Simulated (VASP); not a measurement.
**TiO2: single point with PBE+U**

Crystal: TiO2.

```
CELL_PARAMETERS angstrom
4.82600 0.00000 0.00000
0.00000 4.82600 0.00000
0.00000 0.00000 3.24689
ATOMIC_POSITIONS crystal
Ti 0.00000 0.00000 0.00000
Ti 0.50000 0.50000 0.50000
O 0.30565 0.30565 0.00000
O 0.19435 0.80565 0.50000
O 0.69435 0.69435 0.00000
O 0.80565 0.19435 0.50000
```

This cell differs from its parent crystal: strain +0.040 along x and y, +0.080 along z.

| Property | Result |
| --- | --- |
| Program | VASP 6.6.1 |
| Task | single point |
| Functional | PBE |
| Potentials or basis | VASP PAW PBE potentials, release 64 (Ti_sv, O) |
| Cutoff | 520 eV |
| k mesh | 6 × 6 × 10 |
| Occupations | gaussian, width 0.05 eV |
| Spin | no spin polarisation |
| Hubbard terms | Ti d U = 4.0 eV |
| Dipole correction | no |
| Further INCAR settings | ALGO = Normal; EDIFF = 1e-06; NBANDS = 33 |

The pressure is -23.6 GPa and the largest force is 0.309 eV/Å. The band gap on the k mesh is 1.86 eV (least direct gap 1.87 eV).

Forces on the atoms (eV/Å):
```
Ti   0.000  0.000  0.000
Ti   0.000  0.000  0.000
O    0.219  0.219  0.000
O   -0.219  0.219  0.000
O   -0.219 -0.219  0.000
O    0.219 -0.219  0.000
```

Stress tensor (GPa, compression positive):
```
-19.29   0.00   0.00
  0.00 -19.29   0.00
  0.00   0.00 -32.09
```

Levels at points of the mesh, in eV from the valence-band top:
| k point | band 21 | band 22 | band 23 | band 24 | band 25 | band 26 | band 27 | band 28 |
| --- | --- | --- | --- | --- | --- | --- | --- | --- |
| (0.00, 0.00, 0.00) | -0.93 | -0.46 | -0.46 | 0.00 | 1.87 | 2.07 | 2.14 | 2.20 |
| (0.50, 0.00, 0.00) | -1.74 | -1.74 | -0.63 | -0.63 | 2.31 | 2.31 | 2.62 | 2.62 |
| (0.50, 0.50, 0.00) | -1.53 | -1.53 | -1.07 | -1.07 | 1.86 | 1.86 | 2.22 | 2.22 |
| (0.00, 0.00, 0.50) | -1.87 | -1.87 | -1.28 | -1.28 | 2.61 | 2.61 | 2.62 | 2.62 |
| (0.50, 0.00, 0.50) | -1.67 | -1.67 | -0.86 | -0.86 | 1.87 | 1.87 | 2.66 | 2.66 |
| (0.50, 0.50, 0.50) | -1.00 | -1.00 | -0.67 | -0.67 | 2.35 | 2.35 | 2.68 | 2.68 |

Eigenvalues of the final occupation matrices:
```csv
site,spin,trace,eigenvalues
site 1 d,1,0.70,0.06 0.09 0.10 0.22 0.24
site 1 d,2,0.70,0.06 0.09 0.10 0.22 0.24
site 2 d,1,0.70,0.06 0.09 0.10 0.22 0.24
site 2 d,2,0.70,0.06 0.09 0.10 0.22 0.24
```

It took 2.8 min on 1 thread of Intel(R) Xeon(R) Platinum 8488C (Sapphire Rapids) (shared host), peak memory 0.25 GiB.

Caveat: the cell differs from its parent crystal (strain +0.040 along x and y, +0.080 along z); the stress differs along the axes, from -32 to -19 GPa. A k mesh can miss the band edges.
